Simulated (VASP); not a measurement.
# FeNi3 (Pm-3m) in VASP: notebook, part 2 of 2

VASP 6.6.1. Earlier steps stand in the parts before.

## Step 4: Relaxation of cell and atoms, PBEsol, collinear spin, ferromagnetic start

This run uses another cell than the first one, of 11.14 Å³/atom, 1.050 times its volume.

The input, INCAR:

```
PREC = Accurate
ENCUT = 600
EDIFF = 1E-7
ISMEAR = 0
SIGMA = 0.1
LREAL = F
LASPH = T
NELM = 150
ALGO = Fast
ISIF = 3
LWAVE = F
LCHARG = F
ISPIN = 2
MAGMOM = 3.2 0.78 0.78 0.78
LORBIT = 11
LMAXMIX = 4
GGA = PS
IBRION = 2
NSW = 100
EDIFFG = -0.05
```

The input, KPOINTS:

```
Automatic mesh
0
Gamma
  6 6 6
```

The input, POSCAR:

```
FeNi3
1.0
    3.5450000000      0.0000000000      0.0000000000
    0.0000000000      3.5450000000      0.0000000000
    0.0000000000      0.0000000000      3.5450000000
Fe Ni
1 3
Direct
    0.0000000000      0.0000000000      0.0000000000
    0.0000000000      0.5000000000      0.5000000000
    0.5000000000      0.0000000000      0.5000000000
    0.5000000000      0.5000000000      0.0000000000
```

Run with:

```bash
> cat potpaw_PBE.64/Fe/POTCAR potpaw_PBE.64/Ni/POTCAR > POTCAR
> mpirun -np 1 vasp_std > vasp.out
```

Run time: 4.2 min. Hardware: 1 thread of Oxide Virtual Turin-like, shared host; peak memory 0.17 GiB.

Results (log left out):

```yaml
Free_energy: -27.6587 eV
Relaxed_volume: 10.63 Å³/atom
Relaxed_cell: a = 3.490 Å, b = 3.490 Å, c = 3.490 Å, α = 90.00°, β = 90.00°, γ = 90.00°
Space_group_after_relaxing_to_0.05_Å: Pm-3m (No. 221)
Energy_gained_by_relaxing: 16.0 meV/atom
Ionic_steps: 3
Pressure_after_relaxing: -0.1 GPa
Net_moment: 4.86 μB per cell
Site_moments: Fe +2.86; Ni +0.66 μB
Valence_electrons_inside_the_program's_atomic_spheres: Fe 7.19; Ni 9.43
```

Step by step:
```
step  energy change (eV)  largest force (eV/Å)  pressure (GPa)  volume (Å³)
   1              0.0000                0.0000           -9.52        44.55
   2              0.0144                0.0000           12.68        40.42
   3             -0.0640                0.0000           -0.10        42.51
```

Final structure:
```xyz
4
Lattice="3.4901 0.0000 0.0000 0.0000 3.4901 0.0000 0.0000 0.0000 3.4901" Properties=species:S:1:pos:R:3 pbc="T T T"
Fe    0.0000    0.0000    0.0000
Ni    0.0000    1.7451    1.7451
Ni    1.7451    0.0000    1.7451
Ni    1.7451    1.7451    0.0000
```

Levels at points of the mesh, in eV from the Fermi level:
Spin up:
| k point | band 18 | band 19 | band 20 | band 21 | band 22 | band 23 | band 24 | band 25 |
| --- | --- | --- | --- | --- | --- | --- | --- | --- |
| (0.00, 0.00, 0.00) | -0.62 | -0.61 | -0.61 | -0.61 | 2.26 | 2.26 | 2.26 | 9.27 |
| (0.50, 0.00, 0.00) | -1.59 | -1.37 | -1.07 | -0.62 | -0.61 | 7.75 | 7.75 | 7.77 |
| (0.50, 0.50, 0.00) | -1.71 | -1.56 | -1.53 | 0.82 | 0.82 | 0.92 | 0.95 | 11.50 |
| (0.50, 0.50, 0.50) | -0.78 | -0.78 | -0.78 | -0.59 | -0.59 | -0.59 | -0.49 | 5.76 |
Spin down:
```
           k point  band 14  band 15  band 16  band 17  band 18  band 19  band 20  band 21
(0.00, 0.00, 0.00)     0.32     0.32     0.32     1.05     1.06     1.38     1.38     1.38
(0.50, 0.00, 0.00)    -0.99    -0.87    -0.38    -0.11    -0.11     0.32     0.51     0.65
(0.50, 0.50, 0.00)    -1.25    -1.25    -0.82    -0.70     0.20     0.20     0.38     1.52
(0.50, 0.50, 0.50)    -0.48    -0.48    -0.48     0.09     0.09     0.09     0.88     0.88
```

Caveat: the PAW data sets were made with another functional, which shifts forces and pressure a little.

## Step 5: Single point, PBEsol, collinear spin, ferromagnetic start (volume scaled by 0.88)

The input, INCAR:

```
SYSTEM = FeNi3
ALGO     = Normal         ! electronic algorithm
EDIFF    = 1E-6           ! SCF threshold, eV
ENCUT    = 520            ! plane-wave cutoff, eV
GGA      = PS             ! functional
ISIF     = 2              ! what is computed and relaxed
ISMEAR   = 0              ! smearing method
ISPIN    = 2              ! spin polarisation
LASPH    = .TRUE.         ! aspherical terms in the spheres
LCHARG   = .FALSE.        ! write CHGCAR
LMAXMIX  = 4              ! l up to which the mixer works
LORBIT   = 11             ! projections on sites
LREAL    = .FALSE.        ! projectors in reciprocal space
LWAVE    = .FALSE.        ! write WAVECAR
MAGMOM   = 3.13 0.75 0.75 0.75 ! initial moments
NBANDS   = 31             ! bands
NELM     = 150            ! most SCF steps
PREC     = Accurate       ! precision mode
SIGMA    = 0.1            ! smearing width, eV
```

The input, KPOINTS:

```
k-points
0
G
  12 12 12
  0 0 0
```

The input, POSCAR:

```
FeNi3
1.0
    3.3432837803      0.0000000000      0.0000000000
    0.0000000000      3.3432837803      0.0000000000
    0.0000000000      0.0000000000      3.3432837803
Fe Ni
1 3
Direct
    0.0000000000      0.0000000000      0.0000000000
    0.0000000000      0.5000000000      0.5000000000
    0.5000000000      0.0000000000      0.5000000000
    0.5000000000      0.5000000000      0.0000000000
```

Run with:

```bash
> cat potpaw_PBE.64/Fe/POTCAR potpaw_PBE.64/Ni/POTCAR > POTCAR
> mpirun -np 1 vasp_std > vasp.out
```

Run time: 4.8 min. Hardware: 1 thread of Oxide Virtual Turin-like, shared host; peak memory 0.24 GiB.

It converged, with:

```
Free energy                                           : -27.1104 eV
Pressure                                              : 38.7 GPa
Net moment                                            : 4.56 μB per cell
Site moments                                          : Fe +2.68; Ni +0.60 μB
Valence electrons inside the program's atomic spheres : Fe 7.51; Ni 9.71
```

Levels at points of the mesh, in eV from the Fermi level:
Spin up:
```
           k point  band 19  band 20  band 21  band 22  band 23  band 24
(0.00, 0.00, 0.00)    -0.41    -0.41    -0.41     2.38     2.38     2.38
(0.50, 0.00, 0.00)    -1.30    -1.16    -0.54    -0.41     8.60     8.60
(0.50, 0.50, 0.00)    -1.72    -1.72     1.11     1.11     1.32     1.37
(0.50, 0.50, 0.50)    -0.77    -0.76    -0.76    -0.64    -0.64    -0.64
```
Spin down:
```
           k point  band 14  band 15  band 16  band 17  band 18  band 19  band 20  band 21
(0.00, 0.00, 0.00)     0.31     0.31     0.31     1.12     1.12     1.52     1.52     1.52
(0.50, 0.00, 0.00)    -1.26    -1.11    -0.50    -0.29    -0.29     0.32     0.41     0.62
(0.50, 0.50, 0.00)    -1.57    -1.57    -1.03    -0.93     0.08     0.08     0.22     1.77
(0.50, 0.50, 0.50)    -0.64    -0.64    -0.64     0.04     0.04     0.04     0.95     0.95
```

Caveat: the cell differs from its parent crystal (volume scaled by 0.88); the PAW data sets were made with another functional, which shifts forces and pressure a little.

## Step 6: Single point, PBEsol, collinear spin, ferromagnetic start (volume scaled by 0.91)

The input, INCAR:

```
PREC     = Accurate       # precision mode
ENCUT    = 520            # plane-wave cutoff, eV
EDIFF    = 1E-7           # SCF threshold, eV
ISMEAR   = 0              # smearing method
SIGMA    = 0.1            # smearing width, eV
LREAL    = False          # projectors in reciprocal space
LASPH    = True           # aspherical terms in the spheres
NELM     = 150            # most SCF steps
ALGO     = Normal         # electronic algorithm
ISIF     = 2              # what is computed and relaxed
LWAVE    = False          # write WAVECAR
LCHARG   = False          # write CHGCAR
ISPIN    = 2              # spin polarisation
MAGMOM   = 3.13 0.75 0.75 0.75 # initial moments
LORBIT   = 11             # projections on sites
LMAXMIX  = 4              # l up to which the mixer works
GGA      = PS             # functional
NBANDS   = 31             # bands
```

The input, KPOINTS:

```
regular mesh
0
Gamma
  12 12 12
```

The input, POSCAR:

```
FeNi3
1.0
    3.3808519111      0.0000000000      0.0000000000
    0.0000000000      3.3808519111      0.0000000000
    0.0000000000      0.0000000000      3.3808519111
Fe Ni
1 3
Direct
    0.0000000000      0.0000000000      0.0000000000
    0.0000000000      0.5000000000      0.5000000000
    0.5000000000      0.0000000000      0.5000000000
    0.5000000000      0.5000000000      0.0000000000
```

Potentials or basis: VASP PAW PBE potentials, release 64 (Fe, Ni).

Run with:

```bash
> cat potpaw_PBE.64/Fe/POTCAR potpaw_PBE.64/Ni/POTCAR > POTCAR
> mpirun -np 1 vasp_std > vasp.out
```

Run time: 5.3 min. Hardware: 1 thread of Oxide Virtual Turin-like, shared host; peak memory 0.24 GiB.

It converged, with:

```yaml
Free_energy: -27.3674 eV
Pressure: 26.4 GPa
Net_moment: 4.63 μB per cell
Site_moments: Fe +2.73; Ni +0.62 μB
Valence_electrons_inside_the_program's_atomic_spheres: Fe 7.42; Ni 9.63
```

Levels at points of the mesh, in eV from the Fermi level:
Spin up:
```csv
k point,band 18,band 19,band 20,band 21,band 22,band 23,band 24,band 25
"(0.00, 0.00, 0.00)",-0.56,-0.47,-0.47,-0.47,2.34,2.34,2.34,10.20
"(0.50, 0.00, 0.00)",-1.73,-1.32,-1.13,-0.55,-0.47,8.37,8.37,8.39
"(0.50, 0.50, 0.00)",-1.73,-1.67,-1.67,1.03,1.03,1.20,1.25,12.32
"(0.50, 0.50, 0.50)",-0.74,-0.74,-0.74,-0.72,-0.68,-0.68,-0.68,6.53
```
Spin down:
| k point | band 13 | band 14 | band 15 | band 16 | band 17 | band 18 | band 19 | band 20 | band 21 | band 22 |
| --- | --- | --- | --- | --- | --- | --- | --- | --- | --- | --- |
| (0.00, 0.00, 0.00) | -0.01 | 0.31 | 0.31 | 0.31 | 1.10 | 1.10 | 1.48 | 1.48 | 1.48 | 2.46 |
| (0.50, 0.00, 0.00) | -1.19 | -1.19 | -1.05 | -0.47 | -0.24 | -0.24 | 0.31 | 0.43 | 0.62 | 1.45 |
| (0.50, 0.50, 0.00) | -1.49 | -1.48 | -1.48 | -0.97 | -0.87 | 0.11 | 0.11 | 0.26 | 1.70 | 1.70 |
| (0.50, 0.50, 0.50) | -0.78 | -0.60 | -0.60 | -0.60 | 0.05 | 0.05 | 0.05 | 0.92 | 0.92 | 0.92 |

Caveat: the cell differs from its parent crystal (volume scaled by 0.91); the PAW data sets were made with another functional, which shifts forces and pressure a little.

## Step 7: Summary

| task | cell | k mesh | cutoff (eV) | gap on the mesh (eV) | pressure (GPa) | moment (μB) |
| --- | --- | --- | --- | --- | --- | --- |
| single point | a = 3.488 Å, 4 atoms | 6 × 6 × 6 | 520 | none | 0.4 | 4.86 |
| single point | a = 3.545 Å, 4 atoms | 6 × 6 × 6 | 520 | none | -9.4 | 4.87 |
| relaxation of cell and atoms | relaxed from a = 3.545 Å, 4 atoms | 6 × 6 × 6 | 600 | none | -0.1 | 4.86 |
| single point | a = 3.343 Å, 4 atoms | 12 × 12 × 12 | 520 | none | 38.7 | 4.56 |
| single point | a = 3.381 Å, 4 atoms | 12 × 12 × 12 | 520 | none | 26.4 | 4.63 |

Alike in all rows: level PBEsol; potentials or basis VASP PAW PBE potentials, release 64 (Fe, Ni); spin collinear, ferromagnetic start; smearing gaussian 0.1 eV.

Caveats: the PAW data sets were made with another functional, which shifts forces and pressure a little.

Absolute energies hang on the potentials; compare differences alone.
